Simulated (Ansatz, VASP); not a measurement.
**One calculation of CaOsO3, two programs**

```
CELL_PARAMETERS angstrom
3.95216 0.00000 0.00000
0.00000 3.95216 0.00000
0.00000 0.00000 3.95216
ATOMIC_POSITIONS crystal
Ca 0.00000 0.00000 0.00000
Os 0.50000 0.50000 0.50000
O 0.50000 0.50000 0.00000
O 0.50000 0.00000 0.50000
O 0.00000 0.50000 0.50000
```

Alike in both runs: task single point; functional LDA; k mesh 9 × 9 × 9; occupations fermi-dirac, width 0.15 eV; no spin polarisation.

```csv
,VASP,Ansatz
version,VASP 6.6.1,Ansatz 0.2.0
potentials or method,"VASP PAW LDA potentials, release 64 (Ca_sv, Os, O), cutoff 520 eV","plane waves, PAW"
valence electrons in the cell,36,44
```

```csv
,VASP,Ansatz,Ansatz less VASP
pressure (GPa),-11.9,-14.2,-2.36
```

LDA's correlation is that of Perdew and Zunger in VASP and of Perdew and Wang (1992) in Ansatz. VASP's potentials hold 36 valence electrons a cell and Ansatz's 44, so a difference there can come from the potentials and not from the codes.

Spin-orbit coupling is off throughout.
